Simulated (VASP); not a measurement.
# ScCd2 (P4_2/mnm) in VASP: notebook

The runs below take ScCd2 through single point, with PBE.

Program: VASP 6.6.1. These are calculated values, not measurements. Logs are shortened: lines on timing, memory, paths and dates and some standing lists are left out, and cuts for length are marked.

**1. The cell of the first run**

Symmetry: P4_2/mnm, No. 136, tetragonal system. Conventional cell: a = 6.048 Å, b = 6.048 Å, c = 3.896 Å, α = 90.00°, β = 90.00°, γ = 90.00°. Within 3.4 Å of Sc (site symmetry mmm) lie 6 Cd at 2.56 to 2.62 Å. Cd (site symmetry m2m) has 3 Sc at 2.56 to 2.62 Å and 1 Cd at 3.32 Å within 3.4 Å.

**2. Single point, PBE**

INCAR

```
  PREC = Accurate
  ENCUT = 520
  EDIFF = 1E-6
  ISMEAR = 0
  SIGMA = 0.1
  LREAL = F
  LASPH = T
  NELM = 60
  ALGO = Fast
  ISIF = 2
  LWAVE = F
  LCHARG = F
  GGA = PE
  NBANDS = 44
```

KPOINTS

```
Automatic mesh
0
Gamma
  4 4 6
```

POSCAR

```
ScCd2
1.0
    6.0480897017      0.0000000000      0.0000000000
    0.0000000000      6.0480897017      0.0000000000
    0.0000000000      0.0000000000      3.8955806329
Sc Cd
2 4
Direct
    0.0000000000      0.0000000000      0.0000000000
    0.5000000000      0.5000000000      0.5000000000
    0.3060000000      0.3060000000      0.0000000000
    0.1940000000      0.8060000000      0.5000000000
    0.6940000000      0.6940000000      0.0000000000
    0.8060000000      0.1940000000      0.5000000000
```

Potentials or basis: VASP PAW PBE potentials, release 64 (Sc_sv, Cd).

Command:

```sh
$ cat potpaw_PBE.64/Sc_sv/POTCAR potpaw_PBE.64/Cd/POTCAR > POTCAR
$ mpirun -np 1 vasp_std > vasp.out
```

OUTCAR:

```text
PREC = Accurate
   ENCUT = 520
   EDIFF = 1E-6
   ISMEAR = 0
   LREAL = F
   LASPH = T
   NELM = 60
   ISIF = 2
   GGA = PE

 ion  position               nearest neighbor table
   1  0.000  0.000  0.000-   4 2.56   6 2.56   4 2.56   6 2.56   5 2.62   3 2.62
   2  0.500  0.500  0.500-   3 2.56   5 2.56   3 2.56   5 2.56   4 2.62   6 2.62
   3  0.306  0.306  0.000-   2 2.56   2 2.56   1 2.62   5 3.32   6 3.66   4 3.66   4 3.66   6 3.66
                             4 3.66   4 3.66   6 3.66   6 3.66
   4  0.194  0.806  0.500-   1 2.56   1 2.56   2 2.62   6 3.32   3 3.66   5 3.66   3 3.66   5 3.66
                             3 3.66   3 3.66   5 3.66   5 3.66
   5  0.694  0.694  0.000-   2 2.56   2 2.56   1 2.62   3 3.32   6 3.66   4 3.66   4 3.66   6 3.66
                             6 3.66   6 3.66   4 3.66   4 3.66
   6  0.806  0.194  0.500-   1 2.56   1 2.56   2 2.62   4 3.32   5 3.66   3 3.66   3 3.66   5 3.66
                             5 3.66   5 3.66   3 3.66   3 3.66

  LATTYP: Found a simple tetragonal cell.
 ALAT       =     6.0480897017
 C/A-ratio  =     0.6441010013

  Lattice vectors:

 A1 = (   6.0480897017,   0.0000000000,   0.0000000000)
 A2 = (   0.0000000000,   6.0480897017,   0.0000000000)
 A3 = (   0.0000000000,   0.0000000000,   3.8955806329)

Analysis of symmetry for initial positions (statically):
=====================================================================
 Subroutine PRICEL returns:
 Original cell was already a primitive cell.

 Routine SETGRP: Setting up the symmetry group for a
 simple tetragonal supercell.

 Subroutine GETGRP returns: Found 16 space group operations
 (whereof  8 operations were pure point group operations)
 out of a pool of 16 trial point group operations.

The static configuration has the point symmetry D_2h.
 The point group associated with its full space group is D_4h.

Analysis of symmetry for dynamics (positions and initial velocities):
=====================================================================
 Subroutine PRICEL returns:
 Original cell was already a primitive cell.

 Routine SETGRP: Setting up the symmetry group for a
 simple tetragonal supercell.

 Subroutine GETGRP returns: Found 16 space group operations
 (whereof  8 operations were pure point group operations)
 out of a pool of 16 trial point group operations.

The dynamic configuration has the point symmetry D_2h.
 The point group associated with its full space group is D_4h.

 Subroutine INISYM returns: Found 16 space group operations
 (whereof  8 operations are pure point group operations),
 and found     1 'primitive' translations

----------------------------------------------------------------------------------------

                                     Primitive cell

  volume of cell :     142.4980

  direct lattice vectors                    reciprocal lattice vectors
     6.048089702  0.000000000  0.000000000     0.165341463  0.000000000  0.000000000
     0.000000000  6.048089702  0.000000000     0.000000000  0.165341463  0.000000000
     0.000000000  0.000000000  3.895580633     0.000000000  0.000000000  0.256701143

  length of vectors
     6.048089702  6.048089702  3.895580633     0.165341463  0.165341463  0.256701143

  position of ions in fractional coordinates (direct lattice)
     0.000000000  0.000000000  0.000000000
     0.500000000  0.500000000  0.500000000
     0.306000000  0.306000000  0.000000000
     0.194000000  0.806000000  0.500000000
     0.694000000  0.694000000  0.000000000
     0.806000000  0.194000000  0.500000000

  ion indices of the primitive-cell ions
   primitive index   ion index
                 1           1
                 2           2
                 3           3
                 4           4
                 5           5
                 6           6

----------------------------------------------------------------------------------------

 KPOINTS: Automatic mesh

Automatic generation of k-mesh.
 Grid dimensions read from file:
 generate k-points for:    4    4    6

 Generating k-lattice:

  Cartesian coordinates                     Fractional coordinates (reciprocal lattice)
     0.041335366  0.000000000  0.000000000     0.250000000  0.000000000  0.000000000
     0.000000000  0.041335366  0.000000000     0.000000000  0.250000000  0.000000000
     0.000000000  0.000000000  0.042783524     0.000000000  0.000000000  0.166666667

  Length of vectors
     0.041335366  0.041335366  0.042783524

  Shift w.r.t. Gamma in fractional coordinates (k-lattice)
     0.000000000  0.000000000  0.000000000

 Subroutine IBZKPT returns following result:
 ===========================================

 Found     24 irreducible k-points:

 Following reciprocal coordinates:
            Coordinates               Weight
  0.000000  0.000000  0.000000      1.000000
  0.250000  0.000000  0.000000      4.000000
  0.500000  0.000000  0.000000      2.000000
  0.250000  0.250000  0.000000      4.000000
  0.500000  0.250000  0.000000      4.000000
  0.500000  0.500000  0.000000      1.000000
[... 16 lines left out ...]
  0.500000  0.250000  0.500000      4.000000
  0.500000  0.500000  0.500000      1.000000
   k-points           NKPTS =     24   k-points in BZ     NKDIM =     24   number of bands    NBANDS=     44
   number of dos      NEDOS =    301   number of ions     NIONS =      6
   total plane-waves  NPLWV =  69120
   dimension x,y,z NGX =    48 NGY =   48 NGZ =   30
   dimension x,y,z NGXF=    96 NGYF=   96 NGZF=   60
   ions per type =               2   4
   NGX,Y,Z   is equivalent  to a cutoff of  13.19, 13.19, 12.80 a.u.
   NGXF,Y,Z  is equivalent  to a cutoff of  26.39, 26.39, 25.61 a.u.
 SYSTEM =  unknown system
   PREC   = accura    normal or accurate (medium, high low for compatibility)
   ISTART =      0    job   : 0-new  1-cont  2-samecut
   ICHARG =      2    charge: 1-file 2-atom 10-const
   ISPIN  =      1    spin polarized calculation?
   LNONCOLLINEAR =      F non collinear calculations
   LSORBIT =      F    spin-orbit coupling
   LASPH  =      T    aspherical Exc in radial PAW
   ENCUT  =  520.0 eV  38.22 Ry    6.18 a.u.  11.25 11.25  7.24*2*pi/ulx,y,z
   NELM   =     60;   NELMIN=  2; NELMDL= -5     # of ELM steps
   EDIFF  = 0.1E-05   stopping-criterion for ELM
   LREAL  =      F    real-space projection
   EDIFFG = 0.1E-04   stopping-criterion for IOM
   NSW    =      0    number of steps for IOM
   IBRION =     -1    ionic relax: 0-MD 1-quasi-New 2-CG
   NFREE  =      0    steps in history (QN), initial steepest desc. (CG)
   ISIF   =      2    stress and relaxation
   ISYM   =      2    0-nonsym 1-usesym 2-fastsym
   POTIM  = 0.5000    time-step for ionic-motion
   TEBEG  =    0.0;   TEEND  =   0.0 temperature during run
   PSTRESS=    0.0 pullay stress
   NELECT =      70.0000    total number of electrons
   NUPDOWN=      -1.0000    fix difference up-down
   EMIN   =  10.00;   EMAX   =-10.00  energy-range for DOS
   EFERMI =   0.00;   METHOD = LEGACY
   ISMEAR =     0;   SIGMA  =   0.10  broadening in eV -4-tet -1-fermi 0-gaus
   EFERMI_NEDOS =   21; number of points for ismear=-14 and -15
   IALGO  =     68    algorithm
   IMIX   =      4    mixing-type and parameters
     AMIX     =   0.40;   BMIX     =  1.00
     AMIX_MAG =   1.60;   BMIX_MAG =  1.00
  volume/ion in A,a.u.               =      23.75       160.27
  Fermi-wavevector in a.u.,A,eV,Ry     =   1.291729  2.441013 22.702177  1.668563
  Thomas-Fermi vector in A             =   2.423481
   LORBIT       =      0    0 simple, 1 ext, 2 COOP (PROOUT), +10 PAW based schemes
   GGA     = PE    functional components
   LHFCALC =     F    Hartree Fock is set to
   AEXX    =    0.0000 exact exchange contribution
   IVDW    =     0    specifies the selected vdW correction
   LEPSILON=     F    determine dielectric tensor
   LRPA    =     F    only Hartree local field effects (RPA)
 non-spin polarized calculation
 RMM-DIIS sequential band-by-band and
 Gauss-broadening in eV      SIGMA  =   0.10
  energy-cutoff  :      520.00
  volume of cell :      142.50
 maximum number of plane-waves:      3860
 NGX is ok and might be reduce to    48
   NGX = 23   NGY = 23   NGZ = 15

 number of electron      70.0000015 magnetization

 Free energy of the ion-electron system (eV)
  ---------------------------------------------------
  ext. energy  EPLUGINS =         0.00000000
  ---------------------------------------------------
  free energy    TOTEN  =       -10.06350393 eV

  energy without entropy =      -10.05375811  energy(sigma->0) =      -10.05863102

 E-fermi :   2.6528     XC(G=0): -10.1437

 val. band max:        2.6404476399   @ k =   0.0000   0.0000   0.5000
 cond. band min:       2.6725463920   @ k =   0.5000   0.5000   0.1667
 fundamental gap:      0.0320987521
 Fermi energy:         2.6527662340

 k-point     1 :       0.0000    0.0000    0.0000
  band No.  band energies     occupation
      1     -46.8974      2.00000
      2     -46.8947      2.00000
      3     -25.7524      2.00000
      4     -25.7524      2.00000
      5     -25.6290      2.00000
      6     -25.6290      2.00000
[... 36 lines left out ...]
     43       4.8438      0.00000
     44       4.8662      0.00000

 k-point     2 :       0.2500    0.0000    0.0000
  band No.  band energies     occupation
      1     -46.8970      2.00000
      2     -46.8951      2.00000
      3     -25.7522      2.00000
      4     -25.7522      2.00000
      5     -25.6293      2.00000
      6     -25.6292      2.00000
[... 36 lines left out ...]
     43       4.9096      0.00000
     44       4.9996      0.00000

 k-point     3 :       0.5000    0.0000    0.0000
  band No.  band energies     occupation
      1     -46.8960      2.00000
      2     -46.8960      2.00000
      3     -25.7520      2.00000
      4     -25.7520      2.00000
      5     -25.6295      2.00000
      6     -25.6295      2.00000
[... 976 lines left out ...]
     43       4.8512      0.00000
     44       4.8937      0.00000

 k-point    24 :       0.5000    0.5000    0.5000
  band No.  band energies     occupation
      1     -46.8938      2.00000
      2     -46.8938      2.00000
      3     -25.7461      2.00000
      4     -25.7461      2.00000
      5     -25.6311      2.00000
      6     -25.6311      2.00000
[... 36 lines left out ...]
     43       5.1567      0.00000
     44       5.1571      0.00000

------------------------ aborting loop because EDIFF is reached ----------------------------------------

  FORCE on cell =-STRESS in cart. coord.  units (eV):
  Direction    XX          YY          ZZ          XY          YZ          ZX
  --------------------------------------------------------------------------------------
  -------------------------------------------------------------------------------------
  Total       14.4083382     14.4083382     20.0031191      0.0000000      0.0000000      0.0000000
  in kB      162.0003047    162.0003047    224.9052831      0.0000000      0.0000000      0.0000000
  external PRESSURE =     182.9686309 kB  Pullay stress =       0.0000000 kB

 VOLUME and BASIS-vectors are now :
 -----------------------------------------------------------------------------
  energy-cutoff  :      520.00
  volume of cell :      142.50
      direct lattice vectors                 reciprocal lattice vectors
     6.048089702  0.000000000  0.000000000     0.165341463  0.000000000  0.000000000
     0.000000000  6.048089702  0.000000000     0.000000000  0.165341463  0.000000000
     0.000000000  0.000000000  3.895580633     0.000000000  0.000000000  0.256701143

 POSITION                                       TOTAL-FORCE (eV/Angst)
 -----------------------------------------------------------------------------------
      0.00000      0.00000      0.00000        -0.000000      0.000000      0.000000
      3.02404      3.02404      1.94779        -0.000000      0.000000      0.000000
      1.85072      1.85072      0.00000        -0.720319     -0.720319      0.000000
      1.17333      4.87476      1.94779         0.720319     -0.720319      0.000000
      4.19737      4.19737      0.00000         0.720319      0.720319     -0.000000
      4.87476      1.17333      1.94779        -0.720319      0.720319     -0.000000
 -----------------------------------------------------------------------------------
    total drift:                                0.000000     -0.000000     -0.000000

  FREE ENERGIE OF THE ION-ELECTRON SYSTEM (eV)
  ---------------------------------------------------
  free  energy   TOTEN  =       -10.0635039265 eV

  energy  without entropy=      -10.0537581096  energy(sigma->0) =      -10.05863102
```

It took 82 s on 1 thread of Intel Xeon 6975P-C (Granite Rapids), shared host; peak memory 0.3 GiB.

What came out:

| Quantity | Value |
| --- | --- |
| Free energy | -10.0635 eV |
| Pressure | 18.3 GPa |
| Largest force | 1.019 eV/Å |
| Band gap on the k mesh | zero (band 35 reaches 3.37 eV, above the bottom of band 36 at 0.94 eV) |

Forces on the atoms (eV/Å):
```
Sc   0.000  0.000  0.000
Sc   0.000  0.000  0.000
Cd  -0.720 -0.720  0.000
Cd   0.720 -0.720  0.000
Cd   0.720  0.720  0.000
Cd  -0.720  0.720  0.000
```

Levels at points of the mesh, in eV from the Fermi level:
```
           k point  band 32  band 33  band 34  band 35  band 36  band 37  band 38  band 39
(0.00, 0.00, 0.00)    -2.69    -1.99    -1.31    -0.49     0.74     0.74     1.72     1.75
(0.50, 0.00, 0.00)    -2.43    -1.42    -1.42     0.46     0.46     0.98     0.98     1.64
(0.50, 0.50, 0.00)    -4.27    -0.64    -0.64     0.72     0.72     0.74     0.74     2.04
(0.00, 0.00, 0.50)    -2.38    -0.39    -0.39    -0.01    -0.01     0.32     0.32     0.58
(0.50, 0.00, 0.50)    -3.35    -1.45    -1.45     0.60     0.60     1.04     1.04     1.06
(0.50, 0.50, 0.50)    -2.91    -1.78    -1.78    -1.71    -1.71     0.89     0.89     1.43
```

Caveat: forces of over 1 eV/Å act on the atoms, so gaps and moduli don't describe the material at rest.

**3. Single point, PBE**

This run uses another cell than the first one, of 32.77 Å³/atom, 1.380 times its volume.

INCAR

```
SYSTEM = ScCd2
PREC = Accurate
ENCUT = 520
EDIFF = 1E-6
ISMEAR = 0
SIGMA = 0.1
LREAL = .False.
LASPH = .True.
NELM = 60
ALGO = Fast
ISIF = 2
LWAVE = .False.
LCHARG = .True.
GGA = PE
LELF = .True.
LVHAR = .True.
NBANDS = 44
```

KPOINTS

```
Automatic mesh
0
Gamma
  4 4 4
  0 0 0
```

POSCAR

```
ScCd2
1.0
    6.7288998277      0.0000000000      0.0000000000
    0.0000000000      6.7288998277      0.0000000000
    0.0000000000      0.0000000000      4.3431449454
Sc Cd
2 4
Direct
    0.0000000000      0.0000000000      0.0000000000
    0.5000000000      0.5000000000      0.5000000000
    0.3007093098      0.3007093098      0.0000000000
    0.1992906902      0.8007093098      0.5000000000
    0.6992906902      0.6992906902      0.0000000000
    0.8007093098      0.1992906902      0.5000000000
```

Potentials or basis: VASP PAW PBE potentials, release 64 (Sc_sv, Cd).

Command:

```sh
$ cat potpaw_PBE.64/Sc_sv/POTCAR potpaw_PBE.64/Cd/POTCAR > POTCAR
$ mpirun -np 1 vasp_std > vasp.out
```

It took 1.9 min on 1 thread of Intel Xeon 6975P-C (Granite Rapids), shared host; peak memory 0.33 GiB.

Results (log left out):

```yaml
Free_energy: -12.4408 eV
Pressure: 0.3 GPa
Largest_force: 0.009 eV/Å
Band_gap_on_the_k_mesh: zero (band 35 reaches 1.50 eV, above the bottom of band 36 at -0.09 eV)
```

Forces on the atoms (eV/Å):
```
Sc   0.000  0.000  0.000
Sc   0.000  0.000  0.000
Cd  -0.006 -0.006  0.000
Cd   0.006 -0.006  0.000
Cd   0.006  0.006  0.000
Cd  -0.006  0.006  0.000
```

Stress tensor (GPa, compression positive):
```
0.33 0.00 0.00
0.00 0.33 0.00
0.00 0.00 0.16
```

Levels at points of the mesh, in eV from the Fermi level:
```tsv
k point	band 33	band 34	band 35	band 36	band 37	band 38
(0.00, 0.00, 0.00)	-1.29	-1.06	-0.22	0.58	0.58	1.26
(0.50, 0.00, 0.00)	-0.91	-0.91	0.47	0.47	0.69	0.69
(0.50, 0.50, 0.00)	-0.46	-0.46	0.55	0.55	0.70	0.70
(0.00, 0.00, 0.50)	-0.16	-0.16	-0.12	-0.12	0.04	0.04
(0.50, 0.00, 0.50)	-1.04	-1.04	0.32	0.32	0.62	0.62
(0.50, 0.50, 0.50)	-1.52	-1.52	-1.05	-1.05	0.63	0.63
```

Caveat: the k points lie up to 0.36 Å⁻¹ apart.
